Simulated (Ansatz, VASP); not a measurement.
## CO2: VASP beside Ansatz

```
CELL_PARAMETERS angstrom
-1.95895 1.95895 2.96865
1.95895 -1.95895 2.96865
1.95895 1.95895 -2.96865
ATOMIC_POSITIONS crystal
C 0.75000 0.25000 0.50000
C 0.00000 0.00000 0.00000
O 0.70777 0.12500 0.08277
O 0.04223 0.62500 0.91723
O 0.37500 0.29223 0.41723
O 0.87500 0.95777 0.58277
```

Alike in both runs: task single point; functional PBEsol; k mesh 8 × 8 × 8; occupations gaussian, width 0.02 eV; no spin polarisation.

```csv
,VASP,Ansatz
version,VASP 6.6.1,Ansatz 0.2.0
potentials or method,"VASP PAW PBE potentials, release 64 (C, O), cutoff 520 eV","scalar-relativistic, plane waves, PAW"
valence electrons in the cell,32,32
```

|  | VASP | Ansatz | Ansatz less VASP |
| --- | --- | --- | --- |
| gap on the k mesh at the Fermi level (eV) | 7.58 | 7.65 | +0.072 |
| least direct gap on the mesh (eV) | 8.03 | 8.07 | +0.044 |

VASP's potentials were made for PBE, not for PBEsol.
